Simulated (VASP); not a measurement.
# Ga (Cmce) in VASP: single point with r2SCAN

Aim: the single point of Ga with r2SCAN.

All numbers are computed with VASP 6.6.1; they aren't measurements. Logs are shortened: lines on timing, memory, paths and dates and some standing lists are left out, and cuts for length are marked.

**1. The cell of the first run**

Symmetry: Cmce, No. 64, orthorhombic system. Conventional cell: a = 4.479 Å, b = 7.594 Å, c = 4.518 Å, α = 90.00°, β = 90.00°, γ = 90.00°. Within 3.3 Å of Ga (site symmetry m) lie 7 Ga at 2.49 to 2.76 Å.

**2. Single point, r2SCAN**

POSCAR

```
Ga
1.0
    2.2393310167     -3.7969541464      0.0000000000
    2.2393310167      3.7969541464      0.0000000000
    0.0000000000      0.0000000000      4.5181203431
Ga
4
Direct
    0.6559900188      0.3440099812      0.4151322058
    0.8440099812      0.1559900188      0.9151322058
    0.3440099812      0.6559900188      0.5848677942
    0.1559900188      0.8440099812      0.0848677942
```

INCAR.step1

```
SYSTEM = Ga
  PREC = Accurate
  ENCUT = 520
  ISMEAR = 0
  SIGMA = 0.1
  LREAL = .FALSE.
  LASPH = .TRUE.
  NELM = 80
  NBANDS = 34
  GGA = PE
  ALGO = Normal
  EDIFF = 1E-4
  LWAVE = .TRUE.
  LCHARG = .FALSE.
```

INCAR.step2

```
SYSTEM = Ga
  PREC = Accurate
  ENCUT = 520
  EDIFF = 1E-6
  ISMEAR = 0
  SIGMA = 0.1
  LREAL = .FALSE.
  LASPH = .TRUE.
  NELM = 80
  ALGO = Normal
  ISIF = 2
  LWAVE = .FALSE.
  LCHARG = .TRUE.
  METAGGA = R2SCAN
  LMIXTAU = .TRUE.
  LELF = .TRUE.
  LVHAR = .TRUE.
  NBANDS = 34
  ISTART = 1
```

KPOINTS

```
Automatic mesh
0
G
  12 12 10
  0 0 0
```

Potentials or basis: VASP PAW PBE potentials, release 64 (Ga_d).

The run is started by

```sh
> cat potpaw_PBE.64/Ga_d/POTCAR > POTCAR
> cp INCAR.step1 INCAR
> mpirun -np 1 vasp_std > vasp.out
> cp INCAR.step2 INCAR
> mpirun -np 1 vasp_std > vasp.out
```

OUTCAR:

```text
SYSTEM = Ga
   PREC = Accurate
   ENCUT = 520
   EDIFF = 1E-6
   ISMEAR = 0
   LREAL = .FALSE.
   LASPH = .TRUE.
   NELM = 80
   ISIF = 2
   METAGGA = R2SCAN
   ISTART = 1

 ion  position               nearest neighbor table
   1  0.656  0.344  0.415-   3 2.49   2 2.67   2 2.67   4 2.69   4 2.69   3 2.76   3 2.76
   2  0.844  0.156  0.915-   4 2.49   1 2.67   1 2.67   3 2.69   3 2.69   4 2.76   4 2.76
   3  0.344  0.656  0.585-   1 2.49   4 2.67   4 2.67   2 2.69   2 2.69   1 2.76   1 2.76
   4  0.156  0.844  0.085-   2 2.49   3 2.67   3 2.67   1 2.69   1 2.69   2 2.76   2 2.76

  LATTYP: Found a base centered orthorhombic cell.
 ALAT       =     4.4786620334
 B/A-ratio  =     1.6955752044
 C/A-ratio  =     1.0088102896

  Lattice vectors:

 A1 = (   2.2393310167,  -3.7969541464,   0.0000000000)
 A2 = (   2.2393310167,   3.7969541464,   0.0000000000)
 A3 = (   0.0000000000,   0.0000000000,   4.5181203431)

Analysis of symmetry for initial positions (statically):
=====================================================================
 Subroutine PRICEL returns:
 Original cell was already a primitive cell.

 Routine SETGRP: Setting up the symmetry group for a
 base centered orthorhombic supercell.

 Subroutine GETGRP returns: Found  8 space group operations
 (whereof  4 operations were pure point group operations)
 out of a pool of  8 trial point group operations.

The static configuration has the point symmetry C_2h.
 The point group associated with its full space group is D_2h.

Analysis of symmetry for dynamics (positions and initial velocities):
=====================================================================
 Subroutine PRICEL returns:
 Original cell was already a primitive cell.

 Routine SETGRP: Setting up the symmetry group for a
 base centered orthorhombic supercell.

 Subroutine GETGRP returns: Found  8 space group operations
 (whereof  4 operations were pure point group operations)
 out of a pool of  8 trial point group operations.

The dynamic configuration has the point symmetry C_2h.
 The point group associated with its full space group is D_2h.

 Subroutine INISYM returns: Found  8 space group operations
 (whereof  4 operations are pure point group operations),
 and found     1 'primitive' translations

[... 91 lines left out ...]
   ICHARG =      0    charge: 1-file 2-atom 10-const
   ISPIN  =      1    spin polarized calculation?
   LNONCOLLINEAR =      F non collinear calculations
   LSORBIT =      F    spin-orbit coupling
   LASPH  =      T    aspherical Exc in radial PAW
   ENCUT  =  520.0 eV  38.22 Ry    6.18 a.u.   8.20  8.20  8.40*2*pi/ulx,y,z
   NELM   =     80;   NELMIN=  2; NELMDL=  0     # of ELM steps
   EDIFF  = 0.1E-05   stopping-criterion for ELM
   LREAL  =      F    real-space projection
   EDIFFG = 0.1E-04   stopping-criterion for IOM
   NSW    =      0    number of steps for IOM
   IBRION =     -1    ionic relax: 0-MD 1-quasi-New 2-CG
   NFREE  =      0    steps in history (QN), initial steepest desc. (CG)
   ISIF   =      2    stress and relaxation
   ISYM   =      2    0-nonsym 1-usesym 2-fastsym
   POTIM  = 0.5000    time-step for ionic-motion
   TEBEG  =    0.0;   TEEND  =   0.0 temperature during run
   PSTRESS=    0.0 pullay stress
   NELECT =      52.0000    total number of electrons
   NUPDOWN=      -1.0000    fix difference up-down
   EMIN   =  10.00;   EMAX   =-10.00  energy-range for DOS
   EFERMI =   0.00;   METHOD = LEGACY
   ISMEAR =     0;   SIGMA  =   0.10  broadening in eV -4-tet -1-fermi 0-gaus
   EFERMI_NEDOS =   21; number of points for ismear=-14 and -15
   IALGO  =     38    algorithm
   IMIX   =      4    mixing-type and parameters
     AMIX     =   0.40;   BMIX     =  1.00
     AMIX_MAG =   1.60;   BMIX_MAG =  1.00
  volume/ion in A,a.u.               =      19.21       129.62
  Fermi-wavevector in a.u.,A,eV,Ry     =   1.437349  2.716195 28.109245  2.065971
  Thomas-Fermi vector in A             =   2.556436
   LORBIT       =      0    0 simple, 1 ext, 2 COOP (PROOUT), +10 PAW based schemes
   METAGGA = R2SCAN    functional components
   LHFCALC =     F    Hartree Fock is set to
   AEXX    =    0.0000 exact exchange contribution
   IVDW    =     0    specifies the selected vdW correction
   LEPSILON=     F    determine dielectric tensor
   LRPA    =     F    only Hartree local field effects (RPA)
 non-spin polarized calculation
 Gauss-broadening in eV      SIGMA  =   0.10
  energy-cutoff  :      520.00
  volume of cell :       76.83
 maximum number of plane-waves:      2087
 NGX is ok and might be reduce to    36
   NGX = 17   NGY = 17   NGZ = 17

 number of electron      52.0000018 magnetization

 Free energy of the ion-electron system (eV)
  ---------------------------------------------------
  ext. energy  EPLUGINS =         0.00000000
  ---------------------------------------------------
  free energy    TOTEN  =       -45.77586010 eV

  energy without entropy =      -45.77291263  energy(sigma->0) =      -45.77438637

 E-fermi :   5.0383     XC(G=0): -11.7618

 val. band max:        5.0157716821   @ k =   0.3333   0.3333   0.0000
 cond. band min:       5.0462943683   @ k =  -0.2500   0.2500   0.4000
 fundamental gap:      0.0305226861
 Fermi energy:         5.0383260389

 k-point     1 :       0.0000    0.0000    0.0000
  band No.  band energies     occupation
      1     -10.6179      2.00000
      2     -10.6072      2.00000
      3     -10.5681      2.00000
      4     -10.5544      2.00000
      5     -10.5367      2.00000
      6     -10.5138      2.00000
[... 877 lines left out ...]
     33      12.9195      0.00000
     34      13.8408      0.00000

 [... further k-points ...]
[... 5 lines left out ...]
  --------------------------------------------------------------------------------------
  -------------------------------------------------------------------------------------
  Total        0.0724262      0.0737506      0.0231567      0.0000000     -0.0000000      0.0000000
  in kB        1.5103055      1.5379225      0.4828883      0.0000000     -0.0000000      0.0000000
  external PRESSURE =       1.1770388 kB  Pullay stress =       0.0000000 kB

 VOLUME and BASIS-vectors are now :
 -----------------------------------------------------------------------------
  energy-cutoff  :      520.00
  volume of cell :       76.83
      direct lattice vectors                 reciprocal lattice vectors
     2.239331017 -3.796954146  0.000000000     0.223280969 -0.131684498  0.000000000
     2.239331017  3.796954146  0.000000000     0.223280969  0.131684498  0.000000000
     0.000000000  0.000000000  4.518120343     0.000000000  0.000000000  0.221330979

 POSITION                                       TOTAL-FORCE (eV/Angst)
 -----------------------------------------------------------------------------------
      2.23933     -1.18457      1.87562         0.000000      0.006699     -0.004435
      2.23933     -2.61238      4.13468         0.000000     -0.006699     -0.004435
      2.23933      1.18457      2.64250         0.000000     -0.006699      0.004435
      2.23933      2.61238      0.38344         0.000000      0.006699      0.004435
 -----------------------------------------------------------------------------------
    total drift:                                0.000000     -0.000000      0.000000

  FREE ENERGIE OF THE ION-ELECTRON SYSTEM (eV)
  ---------------------------------------------------
  free  energy   TOTEN  =       -45.7758601028 eV

  energy  without entropy=      -45.7729126318  energy(sigma->0) =      -45.77438637
```

OUTCAR.step1:

```text
SYSTEM = Ga
   PREC = Accurate
   ENCUT = 520
   ISMEAR = 0
   LREAL = .FALSE.
   LASPH = .TRUE.
   NELM = 80
[... 1120 lines left out ...]
      2.23933     -2.61238      4.13468         0.000000     -0.016725      0.017915
      2.23933      1.18457      2.64250         0.000000     -0.016725     -0.017915
      2.23933      2.61238      0.38344         0.000000      0.016725     -0.017915
 -----------------------------------------------------------------------------------
    total drift:                                0.000000     -0.000000      0.000000

  FREE ENERGIE OF THE ION-ELECTRON SYSTEM (eV)
  ---------------------------------------------------
  free  energy   TOTEN  =       -11.5899068703 eV

  energy  without entropy=      -11.5862912293  energy(sigma->0) =      -11.58809905
```

OSZICAR.step1:

```text
N       E                     dE             d eps       ncg     rms          rms(c)
DAV:   1     0.359598574444E+03    0.35960E+03   -0.25387E+04 17936   0.291E+03
DAV:   2     0.327991560415E+02   -0.32680E+03   -0.31859E+03 17976   0.537E+02
DAV:   3    -0.102821206937E+02   -0.43081E+02   -0.42534E+02 19788   0.152E+02
DAV:   4    -0.116580580472E+02   -0.13759E+01   -0.13695E+01 20558   0.302E+01
DAV:   5    -0.116864527121E+02   -0.28395E-01   -0.28354E-01 21958   0.449E+00    0.256E+00
DAV:   6    -0.116062972616E+02    0.80155E-01   -0.20271E-01 22336   0.616E+00    0.140E+00
DAV:   7    -0.115908365626E+02    0.15461E-01   -0.57585E-02 25624   0.262E+00    0.316E-01
DAV:   8    -0.115897303072E+02    0.11063E-02   -0.13674E-02 18916   0.127E+00    0.466E-02
DAV:   9    -0.115898995898E+02   -0.16928E-03   -0.10602E-03 19488   0.332E-01    0.258E-02
DAV:  10    -0.115899068703E+02   -0.72806E-05   -0.18176E-04 13242   0.153E-01
   1 F= -.11589907E+02 E0= -.11588099E+02  d E =-.361564E-02
```

It took 56 min on 1 thread of Oxide Virtual Turin-like, shared host; peak memory 0.53 GiB.

Results:

```
Free energy            : -45.7759 eV
Pressure               : 0.1 GPa
Largest force          : 0.008 eV/Å
Band gap on the k mesh : zero (bands 26 and 27 overlap by 1.33 eV)
```

Forces on the atoms (eV/Å):
```
Ga   0.000  0.007 -0.004
Ga   0.000 -0.007 -0.004
Ga   0.000 -0.007  0.004
Ga   0.000  0.007  0.004
```

Caveat: the PAW data sets were made with another functional, which shifts forces and pressure a little.

The gap in the log of VASP goes by the Fermi energy; the results here count the filled bands.